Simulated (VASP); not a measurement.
Here is a VASP 6.6.1 calculation.

File INCAR:

```
SYSTEM = Pb
PREC = Accurate
ENCUT = 520
EDIFF = 1E-7
ISMEAR = 0
SIGMA = 0.1
LREAL = .False.
LASPH = .True.
NELM = 80
ALGO = Fast
ISIF = 2
LWAVE = .False.
LCHARG = .False.
GGA = PE
IVDW = 12
NBANDS = 21
```

Contents of KPOINTS:

```
Automatic mesh
0
Gamma
  6 6 4
  0 0 0
```

POSCAR

```
Pb
1.0
    3.4800006906      0.0000000000      0.0000000000
   -1.7400003453      3.0137690032      0.0000000000
    0.0000000000      0.0000000000      5.5900000000
Pb
2
Direct
    0.3333333333      0.6666666667      0.2500000000
    0.6666666667      0.3333333333      0.7500000000
```

Potentials or basis: VASP PAW PBE potentials, release 64 (Pb_d).

Command:

```sh
$ cat potpaw_PBE.64/Pb_d/POTCAR > POTCAR
$ mpirun -np 1 vasp_std > vasp.out
```

Problem. What does it give for the pressure?

Solution. 2.1 GPa.

Problem. Estimate the band gap on the k mesh.

Solution. Zero (band 14 reaches 13.24 eV, above the bottom of band 15 at 5.80 eV).

Stress tensor (GPa, compression positive):
```
2.70 0.00 0.00
0.00 2.70 0.00
0.00 0.00 0.95
```

Caveat: spin-orbit coupling is left out, which moves the levels of the heavy elements; pairwise dispersion overbinds metals, which lowers pressure and volume.
